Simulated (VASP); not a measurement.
# LiH3 in VASP: further runs, part 2 of 2

VASP 6.6.1. Earlier steps stand in the parts before.

## 5. Single point, PBE

This run uses another cell than the first one, of 11.44 Å³/atom.

The input, INCAR:

```
PREC     = Accurate       # precision mode
ENCUT    = 520            # plane-wave cutoff, eV
EDIFF    = 1E-7           # SCF threshold, eV
ISMEAR   = 0              # smearing method
SIGMA    = 0.1            # smearing width, eV
LREAL    = False          # projectors in reciprocal space
LASPH    = True           # aspherical terms in the spheres
NELM     = 80             # most SCF steps
ALGO     = Normal         # electronic algorithm
ISIF     = 2              # what is computed and relaxed
LWAVE    = False          # write WAVECAR
LCHARG   = False          # write CHGCAR
GGA      = PE             # functional
NBANDS   = 16             # bands
```

The input, KPOINTS:

```
Automatic mesh
0
Gamma
  6 6 6
```

The input, POSCAR:

```
LiH3
1.0
   -1.9343894734      1.9343894734      6.1122185450
    1.9343894734     -1.9343894734      6.1122185450
    1.9343894734      1.9343894734     -6.1122185450
Li H
2 6
Direct
    0.2500003162      0.2500003162      0.0000000000
    0.7499996838      0.7499996838      0.0000000000
    0.5307027894      0.0307027894      0.5000000000
    0.0307027894      0.5307027894      0.5000000000
    0.4692972106      0.9692972106      0.5000000000
    0.9692972106      0.4692972106      0.5000000000
    0.7500000000      0.2500000000      0.5000000000
    0.2500000000      0.7500000000      0.5000000000
```

Potentials or basis: VASP PAW PBE potentials, release 64 (Li_sv, H).

Command:

```
$ cat potpaw_PBE.64/Li_sv/POTCAR potpaw_PBE.64/H/POTCAR > POTCAR
$ mpirun -np 1 vasp_std > vasp.out
```

OUTCAR:

```text
PREC = Accurate
   ENCUT = 520
   EDIFF = 1E-7
   ISMEAR = 0
   LREAL = False
   LASPH = True
   NELM = 80
   ISIF = 2
   GGA = PE

 ion  position               nearest neighbor table
   1  0.250  0.250  0.000-
   2  0.750  0.750  0.000-
   3  0.531  0.031  0.500-   5 0.75
   4  0.031  0.531  0.500-   6 0.75
   5  0.469  0.969  0.500-   3 0.75
   6  0.969  0.469  0.500-   4 0.75
   7  0.750  0.250  0.500-
   8  0.250  0.750  0.500-

  LATTYP: Found a body centered tetragonal cell.
 ALAT       =     3.8687789468
 C/A-ratio  =     3.1597662358

  Lattice vectors:

 A1 = (  -1.9343894734,   1.9343894734,   6.1122185450)
 A2 = (   1.9343894734,  -1.9343894734,   6.1122185450)
 A3 = (   1.9343894734,   1.9343894734,  -6.1122185450)

Analysis of symmetry for initial positions (statically):
=====================================================================
 Subroutine PRICEL returns following result:

  LATTYP: Found a simple tetragonal cell.
 ALAT       =     2.7356398282
 C/A-ratio  =     2.2342949582

  Lattice vectors:

 A1 = (  -1.9343894734,   1.9343894734,   0.0000077307)
 A2 = (   1.9343894734,   1.9343894734,   0.0000077307)
 A3 = (   0.0000000000,   0.0000000000,  -6.1122262757)

   2 primitive cells build up your supercell.

 Routine SETGRP: Setting up the symmetry group for a
 body centered tetragonal supercell.

 Subroutine GETGRP returns: Found 16 space group operations
 (whereof 16 operations were pure point group operations)
 out of a pool of 16 trial point group operations.
[... 142 lines left out ...]
   NUPDOWN=      -1.0000    fix difference up-down
   EMIN   =  10.00;   EMAX   =-10.00  energy-range for DOS
   EFERMI =   0.00;   METHOD = LEGACY
   ISMEAR =     0;   SIGMA  =   0.10  broadening in eV -4-tet -1-fermi 0-gaus
   EFERMI_NEDOS =   21; number of points for ismear=-14 and -15
   IALGO  =     38    algorithm
   IMIX   =      4    mixing-type and parameters
     AMIX     =   0.40;   BMIX     =  1.00
     AMIX_MAG =   1.60;   BMIX_MAG =  1.00
  volume/ion in A,a.u.               =      11.44        77.17
  Fermi-wavevector in a.u.,A,eV,Ry     =   0.831801  1.571877  9.413785  0.691894
  Thomas-Fermi vector in A             =   1.944750
   LORBIT       =      0    0 simple, 1 ext, 2 COOP (PROOUT), +10 PAW based schemes
   GGA     = PE    functional components
   LHFCALC =     F    Hartree Fock is set to
   AEXX    =    0.0000 exact exchange contribution
   IVDW    =     0    specifies the selected vdW correction
   LEPSILON=     F    determine dielectric tensor
   LRPA    =     F    only Hartree local field effects (RPA)
 non-spin polarized calculation
 Gauss-broadening in eV      SIGMA  =   0.10
  energy-cutoff  :      520.00
  volume of cell :       91.48
 maximum number of plane-waves:      2485
 NGX is ok and might be reduce to    50
   NGX = 25   NGY = 25   NGZ = 25

 number of electron      12.0000000 magnetization

 Free energy of the ion-electron system (eV)
  ---------------------------------------------------
  ext. energy  EPLUGINS =         0.00000000
  ---------------------------------------------------
  free energy    TOTEN  =       -25.07529235 eV

  energy without entropy =      -25.07529235  energy(sigma->0) =      -25.07529235

 E-fermi :  -0.8120     XC(G=0):  -6.2124

 val. band max:       -1.1955660928   @ k =   0.5000   0.5000   0.5000
 cond. band min:      -0.4305239961   @ k =   0.0000   0.0000   0.0000
 fundamental gap:      0.7650420966
 Fermi energy:        -0.8119894389

 k-point     1 :       0.0000    0.0000    0.0000
  band No.  band energies     occupation
      1     -46.8061      2.00000
      2     -46.7638      2.00000
      3      -9.0731      2.00000
      4      -6.6776      2.00000
      5      -5.1873      2.00000
      6      -1.3012      2.00000
[... 433 lines left out ...]
      3      -8.8957      2.00000
      4      -6.8453      2.00000
      5      -5.2369      2.00000
      6      -1.9053      2.00000
[... 8 lines left out ...]
     15       9.3659      0.00000
     16      10.2165      0.00000

 [... further k-points ...]
[... 5 lines left out ...]
  --------------------------------------------------------------------------------------
  -------------------------------------------------------------------------------------
  Total       -0.1063450     -0.1063450     -0.0698118      0.0000000      0.0000000      0.0000000
  in kB       -1.8624346     -1.8624346     -1.2226238      0.0000000      0.0000000      0.0000000
  external PRESSURE =      -1.6491643 kB  Pullay stress =       0.0000000 kB

 VOLUME and BASIS-vectors are now :
 -----------------------------------------------------------------------------
  energy-cutoff  :      520.00
  volume of cell :       91.48
      direct lattice vectors                 reciprocal lattice vectors
    -1.934389473  1.934389473  6.112218545     0.000000000  0.258479488  0.081803358
     1.934389473 -1.934389473  6.112218545     0.258479488  0.000000000  0.081803358
     1.934389473  1.934389473 -6.112218545     0.258479488  0.258479488  0.000000000

 POSITION                                       TOTAL-FORCE (eV/Angst)
 -----------------------------------------------------------------------------------
      0.00000      0.00000      3.05611         0.000000      0.000000      0.000000
      0.00000      0.00000      9.16832        -0.000000     -0.000000      0.000000
      0.00000      1.93439      0.37532        -0.000000     -0.000000     -0.004764
      1.93439      0.00000      0.37532         0.000000      0.000000     -0.004764
      1.93439     -0.00000      5.73689         0.000000      0.000000      0.004764
     -0.00000      1.93439      5.73689         0.000000      0.000000      0.004764
     -0.00000      1.93439      3.05611        -0.000000     -0.000000      0.000000
      1.93439     -0.00000      3.05611        -0.000000     -0.000000      0.000000
 -----------------------------------------------------------------------------------
    total drift:                               -0.000000     -0.000000      0.000000

  FREE ENERGIE OF THE ION-ELECTRON SYSTEM (eV)
  ---------------------------------------------------
  free  energy   TOTEN  =       -25.0752923476 eV

  energy  without entropy=      -25.0752923473  energy(sigma->0) =      -25.07529235
```

OSZICAR:

```text
N       E                     dE             d eps       ncg     rms          rms(c)
DAV:   1     0.307493927313E+02    0.30749E+02   -0.50069E+03   960   0.671E+02
DAV:   2    -0.189103963909E+02   -0.49660E+02   -0.47760E+02  1224   0.159E+02
DAV:   3    -0.272958085278E+02   -0.83854E+01   -0.83247E+01  1864   0.378E+01
DAV:   4    -0.274197515997E+02   -0.12394E+00   -0.12393E+00  1048   0.690E+00
DAV:   5    -0.274237546502E+02   -0.40031E-02   -0.40030E-02  1552   0.920E-01    0.798E+00
DAV:   6    -0.257508675695E+02    0.16729E+01   -0.61525E-01  1152   0.320E+00    0.423E+00
DAV:   7    -0.250548048923E+02    0.69606E+00   -0.12603E+00  1256   0.460E+00    0.857E-01
DAV:   8    -0.250808282064E+02   -0.26023E-01   -0.12984E-01  1136   0.168E+00    0.428E-01
DAV:   9    -0.250754000381E+02    0.54282E-02   -0.73117E-03  1312   0.437E-01    0.140E-01
DAV:  10    -0.250752286638E+02    0.17137E-03   -0.16717E-03  1216   0.188E-01    0.258E-02
DAV:  11    -0.250752656819E+02   -0.37018E-04   -0.24600E-04  1352   0.864E-02    0.244E-02
DAV:  12    -0.250752906176E+02   -0.24936E-04   -0.41917E-05  1056   0.349E-02    0.369E-03
DAV:  13    -0.250752921368E+02   -0.15192E-05   -0.26352E-06  1336   0.914E-03    0.174E-03
DAV:  14    -0.250752923269E+02   -0.19005E-06   -0.22169E-07  1120   0.248E-03    0.275E-04
DAV:  15    -0.250752923476E+02   -0.20700E-07   -0.19272E-08  1072   0.776E-04
   1 F= -.25075292E+02 E0= -.25075292E+02  d E =-.256889E-09
```

Wall time 61 s (1 thread of Intel Xeon 6975P-C (Granite Rapids), shared host); peak memory 0.3 GiB.

Results:

* Free energy: -25.0753 eV
* Largest force: 0.005 eV/Å
* Band gap on the k mesh: 0.77 eV

Forces in eV/Å, atoms in the order of the input:
```
Li   0.000  0.000  0.000
Li   0.000  0.000  0.000
H    0.000  0.000 -0.005
H    0.000  0.000 -0.005
H    0.000  0.000  0.005
H    0.000  0.000  0.005
H    0.000  0.000  0.000
H    0.000  0.000  0.000
```

Caveat: the cutoff is under 1.25 times the usual one of these potentials, so pressure, stress and relaxed cells hold a basis-set (Pulay) error.

## 6. Overview

| level | cell | k mesh | smearing | gap on the mesh (eV) | largest force (eV/Å) |
| --- | --- | --- | --- | --- | --- |
| PBE | a = 4.587 Å, angles 123.4, 123.4, 84.2°, 8 atoms, atomic positions A | 6 × 6 × 6 | gaussian 0.1 eV | none | 0.21 |
| PBE | a = 2.735, b = 2.735, c = 6.193 Å, 4 atoms, atomic positions B | 10 × 10 × 6 | gaussian 0.02 eV | 0.76 | 0.01 |
| PBEsol | a = 2.735, b = 2.735, c = 6.193 Å, 4 atoms, atomic positions B | 10 × 10 × 6 | gaussian 0.02 eV | 0.53 | 0.36 |
| PBE | a = 6.696 Å, angles 146.4, 146.4, 48.2°, 8 atoms, atomic positions C | 6 × 6 × 6 | gaussian 0.1 eV | 0.77 | - |

Alike in all rows: task single point; potentials or basis VASP PAW PBE potentials, release 64 (Li_sv, H); no spin polarisation; cutoff (eV) 520.

Caveats: the cutoff is under 1.25 times the usual one of these potentials, so pressure, stress and relaxed cells hold a basis-set (Pulay) error; the PAW data sets were made with another functional, which shifts forces and pressure a little (at least some runs).

Absolute energies hang on the potentials; compare differences alone.

The gap in the log of VASP goes by the Fermi energy; the results here count the filled bands.